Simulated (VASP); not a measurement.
# I in VASP: notebook

The runs below take I through single point, with PBE.

Program: VASP 6.6.1. These are calculated values, not measurements. Logs are shortened: lines on timing, memory, paths and dates and some standing lists are left out, and cuts for length are marked.

## (1) The cell of the first run

The typed cell holds 4 atoms: a = 4.868 Å, b = 7.430 Å, c = 7.009 Å, α = 84.96°, β = 99.08°, γ = 112.90°.

## (2) Single point, PBE

File INCAR:

```
  PREC = Accurate
  ENCUT = 520
  EDIFF = 1E-7
  ISMEAR = 0
  SIGMA = 0.1
  LREAL = F
  LASPH = T
  NELM = 100
  ALGO = Normal
  ISIF = 2
  LWAVE = F
  LCHARG = F
  GGA = PE
  NBANDS = 22
```

File KPOINTS:

```
Automatic mesh
0
Gamma
  4 4 4
```

File POSCAR:

```
I
1.0
    4.8656346394      0.1262355031     -0.0598751873
   -3.0603231124      6.7453514546      0.5804830738
   -1.0115854714     -0.3769499905      6.9255350316
I
4
Direct
    0.3398547543      0.6242288781      0.3694887818
    0.1111657603      0.3935450652      0.7839928165
    0.7524423637      0.0377661698      0.6041233403
    0.5252473101      0.8075915359      1.0173169481
```

Potentials or basis: VASP PAW PBE potentials, release 64 (I).

Run with:

```bash
cat potpaw_PBE.64/I/POTCAR > POTCAR
mpirun -np 1 vasp_std > vasp.out
```

OUTCAR:

```text
PREC = Accurate
   ENCUT = 520
   EDIFF = 1E-7
   ISMEAR = 0
   LREAL = F
   LASPH = T
   NELM = 100
   ISIF = 2
   GGA = PE

 ion  position               nearest neighbor table
   1  0.340  0.624  0.369-   4 2.81   3 3.35   2 3.36
   2  0.111  0.394  0.784-   3 2.81   4 3.35   1 3.36
   3  0.752  0.038  0.604-   2 2.81   4 3.35   1 3.35
   4  0.525  0.808  0.017-   1 2.81   3 3.35   2 3.35

  LATTYP: Found a triclinic cell.
 ALAT       =     7.4298253275
 B/A-ratio  =     2.0403658569
 C/A-ratio  =     2.4940983983
 COS(alpha) =     0.0003365461
 COS(beta)  =     0.5696000320
 COS(gamma) =     0.8146613397

  Lattice vectors:

 A1 = (   3.0603231124,  -6.7453514546,  -0.5804830738)
 A2 = (   0.2434261140, -13.9938884028,   5.8244440713)
 A3 = (   9.9491286946,  -5.8652159705, -14.4914283243)

Analysis of symmetry for initial positions (statically):
=====================================================================
 Subroutine PRICEL returns:
 Original cell was already a primitive cell.

 Routine SETGRP: Setting up the symmetry group for a
 triclinic supercell.

 Subroutine GETGRP returns: Found  1 space group operations
 (whereof  1 operations were pure point group operations)
 out of a pool of  2 trial point group operations.

The static configuration has the point symmetry C_1 .

Analysis of symmetry for dynamics (positions and initial velocities):
=====================================================================
 Subroutine PRICEL returns:
 Original cell was already a primitive cell.

 Routine SETGRP: Setting up the symmetry group for a
 triclinic supercell.

 Subroutine GETGRP returns: Found  1 space group operations
 (whereof  1 operations were pure point group operations)
 out of a pool of  2 trial point group operations.

The dynamic configuration has the point symmetry C_1 .

 Subroutine INISYM returns: Found  1 space group operations
 (whereof  1 operations are pure point group operations),
 and found     1 'primitive' translations

----------------------------------------------------------------------------------------

                                     Primitive cell

  volume of cell :     230.4873

  direct lattice vectors                    reciprocal lattice vectors
     4.865634639  0.126235503 -0.059875187     0.203629332  0.089406939  0.034609661
    -3.060323112  6.745351455  0.580483074    -0.003695120  0.145936674  0.007403457
    -1.011585471 -0.376949990  6.925535032     0.002070208 -0.011459116  0.144071855

  length of vectors
     4.867640176  7.429825328  7.009167706     0.225069621  0.146171057  0.144541677

  position of ions in fractional coordinates (direct lattice)
     0.339854754  0.624228878  0.369488782
     0.111165760  0.393545065  0.783992817
     0.752442364  0.037766170  0.604123340
     0.525247310  0.807591536  0.017316948

  ion indices of the primitive-cell ions
   primitive index   ion index
                 1           1
                 2           2
                 3           3
                 4           4

----------------------------------------------------------------------------------------

 KPOINTS: Automatic mesh

Automatic generation of k-mesh.
 Grid dimensions read from file:
 generate k-points for:    4    4    4

 Generating k-lattice:

  Cartesian coordinates                     Fractional coordinates (reciprocal lattice)
     0.050907333  0.022351735  0.008652415     0.250000000 -0.000000000  0.000000000
    -0.000923780  0.036484168  0.001850864     0.000000000  0.250000000 -0.000000000
     0.000517552 -0.002864779  0.036017964     0.000000000  0.000000000  0.250000000

  Length of vectors
     0.056267405  0.036542764  0.036135419

  Shift w.r.t. Gamma in fractional coordinates (k-lattice)
     0.000000000  0.000000000  0.000000000

 Subroutine IBZKPT returns following result:
 ===========================================

 Found     36 irreducible k-points:

 Following reciprocal coordinates:
            Coordinates               Weight
  0.000000  0.000000  0.000000      1.000000
  0.250000 -0.000000  0.000000      2.000000
  0.500000 -0.000000  0.000000      1.000000
  0.000000  0.250000 -0.000000      2.000000
  0.250000  0.250000 -0.000000      2.000000
  0.500000  0.250000  0.000000      2.000000
[... 16 lines left out ...]
 -0.000000 -0.250000  0.250000      2.000000
  0.250000 -0.250000  0.250000      2.000000
 [... further k-points ...]
   k-points           NKPTS =     36   k-points in BZ     NKDIM =     36   number of bands    NBANDS=     22
   number of dos      NEDOS =    301   number of ions     NIONS =      4
   total plane-waves  NPLWV = 108864
   dimension x,y,z NGX =    36 NGY =   56 NGZ =   54
   dimension x,y,z NGXF=    72 NGYF=  112 NGZF=  108
   ions per type =               4
   NGX,Y,Z   is equivalent  to a cutoff of  12.30, 12.53, 12.81 a.u.
   NGXF,Y,Z  is equivalent  to a cutoff of  24.59, 25.06, 25.62 a.u.
 SYSTEM =  unknown system
   PREC   = accura    normal or accurate (medium, high low for compatibility)
   ISTART =      0    job   : 0-new  1-cont  2-samecut
   ICHARG =      2    charge: 1-file 2-atom 10-const
   ISPIN  =      1    spin polarized calculation?
   LNONCOLLINEAR =      F non collinear calculations
   LSORBIT =      F    spin-orbit coupling
   LASPH  =      T    aspherical Exc in radial PAW
   ENCUT  =  520.0 eV  38.22 Ry    6.18 a.u.   9.05 13.81 13.03*2*pi/ulx,y,z
   NELM   =    100;   NELMIN=  2; NELMDL= -5     # of ELM steps
   EDIFF  = 0.1E-06   stopping-criterion for ELM
   LREAL  =      F    real-space projection
   EDIFFG = 0.1E-05   stopping-criterion for IOM
   NSW    =      0    number of steps for IOM
   IBRION =     -1    ionic relax: 0-MD 1-quasi-New 2-CG
   NFREE  =      0    steps in history (QN), initial steepest desc. (CG)
   ISIF   =      2    stress and relaxation
   ISYM   =      2    0-nonsym 1-usesym 2-fastsym
   POTIM  = 0.5000    time-step for ionic-motion
   TEBEG  =    0.0;   TEEND  =   0.0 temperature during run
   PSTRESS=    0.0 pullay stress
   NELECT =      28.0000    total number of electrons
   NUPDOWN=      -1.0000    fix difference up-down
   EMIN   =  10.00;   EMAX   =-10.00  energy-range for DOS
   EFERMI =   0.00;   METHOD = LEGACY
   ISMEAR =     0;   SIGMA  =   0.10  broadening in eV -4-tet -1-fermi 0-gaus
   EFERMI_NEDOS =   21; number of points for ismear=-14 and -15
   IALGO  =     38    algorithm
   IMIX   =      4    mixing-type and parameters
     AMIX     =   0.40;   BMIX     =  1.00
     AMIX_MAG =   1.60;   BMIX_MAG =  1.00
  volume/ion in A,a.u.               =      57.62       388.85
  Fermi-wavevector in a.u.,A,eV,Ry     =   0.810796  1.532183  8.944345  0.657391
  Thomas-Fermi vector in A             =   1.920038
   LORBIT       =      0    0 simple, 1 ext, 2 COOP (PROOUT), +10 PAW based schemes
   GGA     = PE    functional components
   LHFCALC =     F    Hartree Fock is set to
   AEXX    =    0.0000 exact exchange contribution
   IVDW    =     0    specifies the selected vdW correction
   LEPSILON=     F    determine dielectric tensor
   LRPA    =     F    only Hartree local field effects (RPA)
 non-spin polarized calculation
 Gauss-broadening in eV      SIGMA  =   0.10
  energy-cutoff  :      520.00
  volume of cell :      230.49
 maximum number of plane-waves:      6226
   NGX = 19   NGY = 27   NGZ = 27

 number of electron      28.0000000 magnetization

 Free energy of the ion-electron system (eV)
  ---------------------------------------------------
  ext. energy  EPLUGINS =         0.00000000
  ---------------------------------------------------
  free energy    TOTEN  =        -6.17629483 eV

  energy without entropy =       -6.17629483  energy(sigma->0) =       -6.17629483

 E-fermi :   0.6818     XC(G=0):  -6.5583

 val. band max:        0.2406532929   @ k =   0.0000   0.5000   0.5000
 cond. band min:       1.7550819504   @ k =   0.0000   0.0000   0.2500
 fundamental gap:      1.5144286576
 Fermi energy:         0.6818266007

 k-point     1 :       0.0000    0.0000    0.0000
  band No.  band energies     occupation
      1     -12.9423      2.00000
      2     -12.1085      2.00000
      3     -10.9073      2.00000
      4     -10.8931      2.00000
      5      -4.0529      2.00000
      6      -3.5087      2.00000
[... 14 lines left out ...]
     21       7.3270      0.00000
     22       7.9943      0.00000

 k-point     2 :       0.2500   -0.0000    0.0000
  band No.  band energies     occupation
      1     -12.8324      2.00000
      2     -12.2468      2.00000
      3     -10.8818      2.00000
      4     -10.8215      2.00000
      5      -4.0020      2.00000
      6      -3.6395      2.00000
[... 14 lines left out ...]
     21       7.4828      0.00000
     22       7.6400      0.00000

 k-point     3 :       0.5000   -0.0000    0.0000
  band No.  band energies     occupation
      1     -12.6151      2.00000
      2     -12.4853      2.00000
      3     -10.8666      2.00000
      4     -10.7462      2.00000
      5      -4.0022      2.00000
      6      -3.6775      2.00000
[... 14 lines left out ...]
     21       7.8234      0.00000
     22       7.8613      0.00000

 k-point     4 :       0.0000    0.2500   -0.0000
  band No.  band energies     occupation
      1     -12.8520      2.00000
      2     -12.2702      2.00000
      3     -10.8928      2.00000
      4     -10.8361      2.00000
      5      -4.0118      2.00000
      6      -3.6542      2.00000
[... 14 lines left out ...]
     21       7.5033      0.00000
     22       7.6477      0.00000

 k-point     5 :       0.2500    0.2500   -0.0000
  band No.  band energies     occupation
      1     -12.6390      2.00000
      2     -12.5036      2.00000
      3     -10.8782      2.00000
      4     -10.7616      2.00000
      5      -4.0117      2.00000
      6      -3.6899      2.00000
[... 417 lines left out ...]
 k-point    22 :      -0.2500    0.5000    0.2500
  band No.  band energies     occupation
      1     -12.7404      2.00000
      2     -12.3368      2.00000
      3     -11.1440      2.00000
      4     -10.5666      2.00000
      5      -3.9060      2.00000
      6      -3.6155      2.00000
[... 14 lines left out ...]
     21       7.1340      0.00000
     22       7.6514      0.00000

 k-point    23 :      -0.0000   -0.2500    0.2500
  band No.  band energies     occupation
      1     -12.7713      2.00000
      2     -12.3465      2.00000
      3     -11.1534      2.00000
      4     -10.5851      2.00000
      5      -3.8924      2.00000
      6      -3.6349      2.00000
[... 14 lines left out ...]
     21       6.8408      0.00000
     22       7.7841      0.00000

 k-point    24 :       0.2500   -0.2500    0.2500
  band No.  band energies     occupation
      1     -12.8211      2.00000
      2     -12.2571      2.00000
      3     -10.8879      2.00000
      4     -10.8221      2.00000
      5      -3.9914      2.00000
      6      -3.6404      2.00000
[... 14 lines left out ...]
     21       7.3618      0.00000
     22       7.5711      0.00000

 [... further k-points ...]
[... 5 lines left out ...]
  --------------------------------------------------------------------------------------
  -------------------------------------------------------------------------------------
  Total        0.1036779      0.0166168      0.1319288      0.0436581      0.0343756     -0.0096049
  in kB        0.7206920      0.1155079      0.9170713      0.3034789      0.2389535     -0.0667663
  external PRESSURE =       0.5844237 kB  Pullay stress =       0.0000000 kB

 VOLUME and BASIS-vectors are now :
 -----------------------------------------------------------------------------
  energy-cutoff  :      520.00
  volume of cell :      230.49
      direct lattice vectors                 reciprocal lattice vectors
     4.865634639  0.126235503 -0.059875187     0.203629332  0.089406939  0.034609661
    -3.060323112  6.745351455  0.580483074    -0.003695120  0.145936674  0.007403457
    -1.011585471 -0.376949990  6.925535032     0.002070208 -0.011459116  0.144071855

 POSITION                                       TOTAL-FORCE (eV/Angst)
 -----------------------------------------------------------------------------------
     -0.63050      4.11427      2.90091        -0.002578     -0.014314      0.013244
     -1.45656      2.37311      5.65136        -0.005337     -0.006083      0.002662
      2.93441      0.12201      4.16075         0.007581      0.008714     -0.008025
      0.06665      5.50727      0.55727         0.000334      0.011683     -0.007881
 -----------------------------------------------------------------------------------
    total drift:                               -0.000005      0.000070      0.000028

  FREE ENERGIE OF THE ION-ELECTRON SYSTEM (eV)
  ---------------------------------------------------
  free  energy   TOTEN  =        -6.1762948309 eV

  energy  without entropy=       -6.1762948309  energy(sigma->0) =       -6.17629483
```

It took 85 s on 1 thread of AMD EPYC 9R45 (Zen 5), shared host; peak memory 0.35 GiB.

Results:

```yaml
Free_energy: -6.1763 eV
Pressure: 0.1 GPa
Largest_force: 0.020 eV/Å
Band_gap_on_the_k_mesh: 1.51 eV, indirect (least direct gap 1.65 eV)
```

Forces in eV/Å, atoms in the order of the input:
```
I   -0.003 -0.014  0.013
I   -0.005 -0.006  0.003
I    0.008  0.009 -0.008
I    0.000  0.012 -0.008
```

Levels at points of the mesh, in eV from the valence-band top:
```
           k point  band 11  band 12  band 13  band 14  band 15  band 16  band 17  band 18
(0.00, 0.00, 0.00)    -0.65    -0.45    -0.42    -0.06     1.62     1.71     4.64     6.64
(0.50, 0.00, 0.00)    -1.14    -1.00    -0.75    -0.65     1.64     1.83     5.79     5.97
(0.00, 0.50, 0.00)    -1.11    -1.00    -0.45    -0.25     1.64     1.79     5.49     5.51
(0.50, 0.50, 0.00)    -0.81    -0.77    -0.55    -0.07     1.61     1.69     5.90     6.59
(0.00, 0.00, 0.50)    -1.09    -1.04    -0.43    -0.38     1.57     1.81     5.42     5.51
(0.50, 0.00, 0.50)    -1.46    -0.55    -0.48    -0.25     1.64     1.80     5.60     5.68
(0.00, 0.50, 0.50)    -0.91    -0.54    -0.51     0.00     1.65     1.78     5.52     5.84
(0.50, 0.50, 0.50)    -1.06    -1.02    -0.77    -0.54     1.59     1.80     5.62     6.13
```

Caveat: spin-orbit coupling is left out, which moves the levels of the heavy elements. A hybrid or GW would open this gap; PBE tends to underestimate it.

## (3) Single point, PBE

This run uses another cell than the first one, of 59.19 Å³/atom, 1.027 times its volume.

File INCAR:

```
SYSTEM = I
  PREC = Accurate
  ENCUT = 520
  EDIFF = 1E-7
  ISMEAR = 0
  SIGMA = 0.02
  LREAL = .FALSE.
  LASPH = .TRUE.
  NELM = 100
  ALGO = Normal
  ISIF = 2
  LWAVE = .FALSE.
  LCHARG = .TRUE.
  GGA = PE
  LELF = .TRUE.
  LVHAR = .TRUE.
  NBANDS = 22
```

File KPOINTS:

```
Automatic mesh
0
G
  6 4 4
  0 0 0
```

File POSCAR:

```
I
1.0
    5.1565798467      0.0000161400      0.1794075625
    1.1718152331      6.9854398668     -0.0817582125
    2.3458352954     -0.3216255502      6.6603967497
I
4
Direct
    0.5008906337      0.3226698037      0.4090273442
    0.5015285643      0.9093549845      0.1771227064
    0.4984714357      0.0906450155      0.8228772936
    0.4991093663      0.6773301963      0.5909726558
```

Potentials or basis: VASP PAW PBE potentials, release 64 (I).

Run with:

```bash
cat potpaw_PBE.64/I/POTCAR > POTCAR
mpirun -np 1 vasp_std > vasp.out
```

It took 2.4 min on 1 thread of AMD EPYC 9R45 (Zen 5), shared host; peak memory 0.4 GiB.

It converged, with:

```yaml
Free_energy: -6.1815 eV
Pressure: 0.0 GPa
Largest_force: 0.020 eV/Å
Band_gap_on_the_k_mesh: 1.61 eV, indirect (least direct gap 1.71 eV)
```

Forces on the atoms (eV/Å):
```
I   -0.003  0.013  0.003
I   -0.013  0.002 -0.016
I    0.013 -0.002  0.016
I    0.003 -0.013 -0.003
```

Levels at points of the mesh, in eV from the valence-band top:
```csv
k point,band 11,band 12,band 13,band 14,band 15,band 16,band 17,band 18
"(0.00, 0.00, 0.00)",-0.59,-0.48,-0.43,0.00,1.72,1.72,4.68,6.50
"(0.50, 0.00, 0.00)",-0.65,-0.59,-0.47,-0.02,1.69,1.70,6.18,6.60
"(0.00, 0.50, 0.00)",-1.04,-0.95,-0.49,-0.42,1.67,1.88,5.45,5.53
"(0.50, 0.50, 0.00)",-1.02,-0.95,-0.57,-0.35,1.67,1.87,5.91,6.39
"(0.00, 0.00, 0.50)",-1.00,-0.94,-0.47,-0.26,1.67,1.87,5.63,5.68
"(0.50, 0.00, 0.50)",-1.04,-0.96,-0.59,-0.52,1.66,1.87,6.04,6.06
"(0.00, 0.50, 0.50)",-0.95,-0.46,-0.43,0.00,1.72,1.83,5.65,5.84
"(0.50, 0.50, 0.50)",-1.29,-0.46,-0.44,-0.12,1.71,1.83,5.65,5.81
```

Caveat: spin-orbit coupling is left out, which moves the levels of the heavy elements. A k mesh can miss the band edges.
